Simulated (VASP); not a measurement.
Set up this calculation in VASP 6.6.1, as the native input.

```
Task                   : single point
Functional             : PBE
Potentials or basis    : VASP PAW PBE potentials, release 64 (Sc_sv, Ga_d, Bi_d, O)
Cutoff                 : 520 eV
k mesh                 : 3 × 3 × 2
Occupations            : gaussian, width 0.15 eV
Spin                   : no spin polarisation
Dipole correction      : no
Further INCAR settings : ALGO = Normal; EDIFF = 1e-07; NBANDS = 40
```

The structure of Sc2GaBiO2 lies in POSCAR:

```
Sc2GaBiO2
1.0
    4.0590471475     -0.0000000029      0.0000000000
   -2.0295235712      3.5152379463      0.0000000000
    0.0000000000      0.0000000000      9.6696707014
Sc Ga Bi O
2 1 1 2
Direct
    0.0000000000      0.0000000000      0.6750142265
    0.0000000000      0.0000000000      0.3249857735
    0.6666666667      0.3333333333      0.0000000000
    0.0000000000      0.0000000000      0.0000000000
    0.3333333333      0.6666666667      0.3229981348
    0.3333333333      0.6666666667      0.6770018652
```

The cell was generated, and may not be a known phase.

One way to write it, as run:

INCAR

```
SYSTEM = Sc2GaBiO2
ALGO = Normal
EDIFF = 1E-7
ENCUT = 520
GGA = PE
ISIF = 2
ISMEAR = 0
LASPH = .TRUE.
LCHARG = .FALSE.
LREAL = .FALSE.
LWAVE = .FALSE.
NBANDS = 40
NELM = 60
PREC = Accurate
SIGMA = 0.15
```

KPOINTS

```
k-points
0
G
  3 3 2
  0 0 0
```

Potentials or basis: VASP PAW PBE potentials, release 64 (Sc_sv, Ga_d, Bi_d, O).

Launch:

```console
$ cat potpaw_PBE.64/Sc_sv/POTCAR potpaw_PBE.64/Ga_d/POTCAR potpaw_PBE.64/Bi_d/POTCAR potpaw_PBE.64/O/POTCAR > POTCAR
$ mpirun -np 1 vasp_std > vasp.out
```

It gave:

```json
{
  "Pressure": "0.3 GPa",
  "Largest force": "0.018 eV/Å",
  "Band gap on the k mesh": "zero (bands 31 and 32 overlap by 0.60 eV)"
}
```

Caveat: the k points lie up to 0.60 Å⁻¹ apart, too coarse for converged energies and pressures of a metal; spin-orbit coupling is left out, which moves the levels of the heavy elements.

Run time: 63 s on 1 thread of Intel(R) Xeon(R) Platinum 8488C (Sapphire Rapids), with other jobs on the host, peak memory 0.25 GiB.
